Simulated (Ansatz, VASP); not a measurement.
# One calculation of TiTe2, two programs

Contents of INCAR:

```
SYSTEM = TiTe2
PREC = Accurate
ENCUT = 500
EDIFF = 1E-6
ISMEAR = 1
SIGMA = 0.001
LREAL = .FALSE.
LASPH = .TRUE.
NELM = 120
ALGO = Normal
ISIF = 2
LWAVE = .FALSE.
LCHARG = .TRUE.
GGA = PE
LELF = .TRUE.
LVHAR = .TRUE.
NBANDS = 19
GGA_COMPAT = .FALSE.
```

The input KPOINTS:

```
Automatic mesh
0
G
  10 10 10
  0 0 0
```

Contents of POSCAR:

```
TiTe2
1.0
    0.0000000000      3.4428591255      3.4428591255
    3.4428591255      0.0000000000      3.4428591255
    3.4428591255      3.4428591255      0.0000000000
Ti Te
1 2
Direct
    0.0000000000      0.0000000000      0.0000000000
    0.2500000000      0.2500000000      0.2500000000
    0.7500000000      0.7500000000      0.7500000000
```

Input for Ansatz:

```yaml
crystal:
  lattice:
    - [0.0, 3.4428591255, 3.4428591255]
    - [3.4428591255, 0.0, 3.4428591255]
    - [3.4428591255, 3.4428591255, 0.0]
  atoms:
    - { symbol: Ti, position: [0.0, 0.0, 0.0] }
    - { symbol: Te, position: [0.25, 0.25, 0.25] }
    - { symbol: Te, position: [0.75, 0.75, 0.75] }
basis:
  ecutwfc: 420
  ecutrho_ratio: 4
kpoints:
  mp_grid: { grid: [10, 10, 10] }
hamiltonian:
  xc: pbe
scf:
  occupations: { method: cold, width: 0.001 }
output:
  forces: true
  stress: true
  write_density: true
  write_potential: true
  elf: true
  volumetric_format: npy
```

Alike in both runs: task single point; functional PBE; k mesh 10 × 10 × 10; no spin polarisation.

|  | VASP | Ansatz |
| --- | --- | --- |
| version | VASP 6.6.1 | Ansatz 0.2.0 |
| potentials or method | VASP PAW PBE potentials, release 64 (Ti_sv, Te), cutoff 500 eV | scalar-relativistic, plane waves, PAW |
| occupations | methfessel-paxton of order 1, width 0.001 eV | cold, width 0.001 eV |
| valence electrons in the cell | 24 | 44 |

```tsv
	VASP	Ansatz	Ansatz less VASP
gap on the k mesh at the Fermi level (eV)	none	none	-
pressure (GPa)	-0.1	-0.1	-0.04
```

A gap of «none» marks a metal or a gap that the smearing closes. VASP's potentials hold 24 valence electrons a cell and Ansatz's 44, so a difference there can come from the potentials and not from the codes.

Spin-orbit coupling is off throughout.
